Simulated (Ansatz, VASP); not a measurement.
Given: the input of a run of VASP 6.6.1 on Ir.

INCAR

```
ALGO = Normal
EDIFF = 1E-7
ENCUT = 520
GGA = CA
ISIF = 2
ISMEAR = -1
LASPH = T
LCHARG = T
LELF = T
LREAL = F
LVHAR = T
LWAVE = F
NBANDS = 16
NELM = 60
PREC = Accurate
SIGMA = 0.05
```

Contents of KPOINTS:

```
k-points
0
Gamma
  11 11 6
```

Contents of POSCAR:

```
Ir
1.0
    2.7329117147      0.0000000000      0.0000000000
   -1.3664558574      2.3667709712      0.0000000000
    0.0000000000      0.0000000000      4.4323408426
Ir
2
Direct
    0.3333333333      0.6666666667      0.2500000000
    0.6666666667      0.3333333333      0.7500000000
```

Potentials or basis: VASP PAW LDA potentials, release 64 (Ir).

The run is started by

```sh
$ cat potpaw_LDA.64/Ir/POTCAR > POTCAR
$ mpirun -np 1 vasp_std > vasp.out
```

Question: Translate it to Ansatz 0.2.0. Potentials there: all-electron LAPW, scalar-relativistic.

Answer: As run (the cutoff follows the program's own potentials):

Contents of input.yaml:

```yaml
crystal:
  lattice:
    - [2.7329117147, 0.0, 0.0]
    - [-1.3664558574, 2.3667709712, 0.0]
    - [0.0, 0.0, 4.4323408426]
  atoms:
    - { symbol: Ir, position: [0.3333333333, 0.6666666667, 0.25] }
    - { symbol: Ir, position: [0.6666666667, 0.3333333333, 0.75] }
kpoints:
  mp_grid: { grid: [11, 11, 6] }
scf:
  occupations: { method: fermi_dirac, width: 0.05 }
hamiltonian:
  xc: lda
  pseudopotentials: { kind: all_electron, lapw: { basis_error: 0.001 } }
output:
  forces: true
  stress: true
  eigenvalues: true
```

Potentials or basis: all-electron LAPW, scalar-relativistic.

Launch:

```bash
$ ansatz run input.yaml --threads 1 --pin off --max-ram 3072MiB --backend cpu --events-out ev --progress --plain --runs-dir out
```

Both were run:

|  | VASP | Ansatz | Ansatz less VASP |
| --- | --- | --- | --- |
| gap on the k mesh at the Fermi level (eV) | none | none | - |
| pressure (GPa) | -9.0 | -11.2 | -2.21 |
| traceless stress, the component that is largest in VASP (GPa) | -0.27 | -0.32 | -0.054 |

LDA's correlation is that of Perdew and Zunger in VASP and of Perdew and Wang (1992) in Ansatz. A gap of «none» marks a metal or a gap that the smearing closes. Ansatz ran all-electron here, and VASP with PAW potentials.

Spin-orbit coupling is off throughout.
